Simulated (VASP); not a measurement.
Write the native input for VASP 6.6.1 that does the following.

```
Task                   : single point
Functional             : LDA
Potentials or basis    : VASP PAW LDA potentials, release 64 (Sc_sv, Pd)
Cutoff                 : 520 eV
k mesh                 : 6 × 6 × 6
Occupations            : methfessel-paxton, width 0.1 eV
Spin                   : no spin polarisation
Dipole correction      : no
Further INCAR settings : ALGO = Normal; EDIFF = 1e-07; NBANDS = 28
```

The structure of ScPd3 lies in POSCAR:

```
ScPd3
1.0
    3.9027038154      0.0000000000      0.0000000000
    0.0000000000      3.9027038154      0.0000000000
    0.0000000000      0.0000000000      3.9027038154
Sc Pd
1 3
Direct
    0.0000000000      0.0000000000      0.0000000000
    0.0000000000      0.5000000000      0.5000000000
    0.5000000000      0.0000000000      0.5000000000
    0.5000000000      0.5000000000      0.0000000000
```

The input as run:

INCAR

```
SYSTEM = ScPd3
PREC = Accurate
ENCUT = 520
EDIFF = 1E-7
ISMEAR = 1
SIGMA = 0.1
LREAL = .False.
LASPH = .True.
NELM = 80
ALGO = Normal
ISIF = 2
LWAVE = .False.
LCHARG = .False.
GGA = CA
NBANDS = 28
```

KPOINTS

```
Automatic mesh
0
Gamma
  6 6 6
  0 0 0
```

Potentials or basis: VASP PAW LDA potentials, release 64 (Sc_sv, Pd).

The run is started by

```sh
$ cat potpaw_LDA.64/Sc_sv/POTCAR potpaw_LDA.64/Pd/POTCAR > POTCAR
$ mpirun -np 1 vasp_std > vasp.out
```

Results of the run:

```json
{"Pressure": "0.6 GPa"}
```

It took 26 s on 1 thread of Intel(R) Xeon(R) Platinum 8259CL CPU @ 2.50GHz (Skylake/Cascade Lake) (shared host), peak memory 0.16 GiB.
